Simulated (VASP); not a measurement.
CoW3: single point with PBE

Crystal: CoW3.

```
CELL_PARAMETERS angstrom
4.00889 0.00000 0.00000
0.00000 4.00889 0.00000
0.00000 0.00000 4.00889
ATOMIC_POSITIONS crystal
Co 0.00000 0.00000 0.00000
W 0.00000 0.50000 0.50000
W 0.50000 0.00000 0.50000
W 0.50000 0.50000 0.00000
```

```yaml
Program: VASP 6.6.1
Task: single point
Functional: PBE
Potentials_or_basis: VASP PAW PBE potentials, release 64 (Co, W_sv)
Cutoff: 520 eV
k_mesh: 6 × 6 × 6
Occupations: fermi-dirac, width 0.1 eV
Spin: collinear spin, ferromagnetic start
Starting_moments: "[2.5, 0.0, 0.0, 0.0] μB"
Dipole_correction: no
Further_INCAR_settings: ALGO = Normal; EDIFF = 1e-06; NBANDS = 38
```

```yaml
Pressure: -18.6 GPa
Net_moment: 0.69 μB per cell
Site_moments: Co +0.67; W +0.01 μB
Valence_electrons_inside_the_program's_atomic_spheres: Co 8.13; W 11.92
```

Levels at points of the mesh, in eV from the Fermi level:
Spin up:
```csv
k point,band 22,band 23,band 24,band 25,band 26,band 27,band 28,band 29
"(0.00, 0.00, 0.00)",-1.12,-0.03,-0.03,2.49,2.49,2.49,2.70,2.70
"(0.50, 0.00, 0.00)",-1.93,-1.31,0.06,0.08,0.08,0.58,0.62,1.65
"(0.50, 0.50, 0.00)",-1.88,-1.76,-1.76,-1.28,0.39,0.39,0.96,0.96
"(0.50, 0.50, 0.50)",-0.71,-0.71,-0.71,0.34,0.34,0.34,0.81,2.12
```
Spin down:
| k point | band 21 | band 22 | band 23 | band 24 | band 25 | band 26 | band 27 | band 28 | band 29 | band 30 |
| --- | --- | --- | --- | --- | --- | --- | --- | --- | --- | --- |
| (0.00, 0.00, 0.00) | -0.80 | -0.80 | 0.64 | 0.64 | 2.63 | 2.63 | 2.63 | 2.71 | 2.71 | 2.71 |
| (0.50, 0.00, 0.00) | -1.63 | -1.63 | -0.59 | 0.08 | 0.30 | 0.30 | 0.68 | 1.10 | 1.67 | 1.68 |
| (0.50, 0.50, 0.00) | -1.66 | -1.66 | -1.64 | -1.29 | -0.46 | 0.61 | 0.61 | 0.98 | 0.98 | 1.03 |
| (0.50, 0.50, 0.50) | -0.88 | -0.67 | -0.67 | -0.67 | 0.35 | 0.35 | 0.35 | 0.82 | 2.29 | 2.29 |

Wall time 83 s on 1 thread of AMD EPYC 9R45 96-Core Processor (Zen 5) (shared host), peak memory 0.2 GiB.

Caveat: the cell stands under tension; spin-orbit coupling is left out, which moves the levels of the heavy elements.
